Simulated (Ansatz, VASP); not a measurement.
# Two plane-wave programs on WS2

File INCAR:

```
PREC = Accurate
ENCUT = 520
EDIFF = 1E-7
ISMEAR = 0
SIGMA = 0.05
LREAL = F
LASPH = T
NELM = 100
ALGO = Normal
ISIF = 2
LWAVE = F
LCHARG = T
GGA = PS
LELF = T
LVHAR = T
NBANDS = 20
```

File KPOINTS:

```
Automatic mesh
0
Gamma
  12 12 2
```

POSCAR

```
WS2
1.0
    3.4381976636      0.0000000000      0.0000000000
   -1.7190988318      2.9775665199      0.0000000000
    0.0000000000      0.0000000000     18.3066241212
W S
1 2
Direct
    0.3333333333      0.6666666667      0.0000000000
    0.6666666667      0.3333333333      0.9079994900
    0.6666666667      0.3333333333      0.0920005100
```

Input for Ansatz:

```yaml
crystal:
  lattice:
    - [3.4381976636, 0.0, 0.0]
    - [-1.7190988318, 2.9775665199, 0.0]
    - [0.0, 0.0, 18.3066241212]
  atoms:
    - { symbol: W, position: [0.3333333333, 0.6666666667, 0.0] }
    - { symbol: S, position: [0.6666666667, 0.3333333333, 0.90799949] }
    - { symbol: S, position: [0.6666666667, 0.3333333333, 0.09200051] }
basis:
  ecutwfc: 420
kpoints:
  mp_grid: { grid: [12, 12, 2] }
hamiltonian:
  xc: pbesol
scf:
  occupations: { method: gaussian, width: 0.05 }
output:
  forces: true
  stress: true
  eigenvalues: true
  write_density: true
  write_potential: true
  elf: true
  volumetric_format: npy
```

Change from the starting cell: strain +0.080 along x and y, +0.080 along z, atoms carried along.

Alike in both runs: task single point; functional PBEsol; k mesh 12 × 12 × 2; occupations gaussian, width 0.05 eV; no spin polarisation.

|  | VASP | Ansatz |
| --- | --- | --- |
| version | VASP 6.6.1 | Ansatz 0.2.0 |
| potentials or method | VASP PAW PBE potentials, release 64 (W_sv, S), cutoff 520 eV | scalar-relativistic, plane waves, PAW |
| valence electrons in the cell | 26 | 26 |

|  | VASP | Ansatz | Ansatz less VASP |
| --- | --- | --- | --- |
| gap on the k mesh at the Fermi level (eV) | 1.28 | 1.27 | -0.006 |
| least direct gap on the mesh (eV) | 1.30 | 1.30 | -0.001 |
| rms of the force components (eV/Å) | 1.424 | 1.428 | +0.0044 |

VASP's potentials were made for PBE, not for PBEsol. Atom by atom the forces differ by 0.004 eV/Å (rms over components).

Spin-orbit coupling is off throughout.
